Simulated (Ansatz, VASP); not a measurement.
**Two plane-wave programs on Ru**

```xyz
1
Lattice="0.0000 1.9666 1.9666 1.9666 0.0000 1.9666 1.9666 1.9666 0.0000" Properties=species:S:1:pos:R:3 pbc="T T T"
Ru    0.0000    0.0000    0.0000
```

Alike in both runs: task single point; functional PBE; k mesh 18 × 18 × 18; occupations gaussian, width 0.1 eV; no spin polarisation.

```csv
,VASP,Ansatz
version,VASP 6.6.1,Ansatz 0.2.0
potentials or method,"VASP PAW PBE potentials, release 64 (Ru_pv), cutoff 520 eV","scalar-relativistic, plane waves, PAW"
valence electrons in the cell,14,16
```

|  | VASP | Ansatz | Ansatz less VASP |
| --- | --- | --- | --- |
| gap on the k mesh at the Fermi level (eV) | none | none | - |
| pressure (GPa) | -23.2 | -23.1 | +0.10 |

A gap of «none» marks a metal or a gap that the smearing closes. VASP's potentials hold 14 valence electrons a cell and Ansatz's 16, so a difference there can come from the potentials and not from the codes.
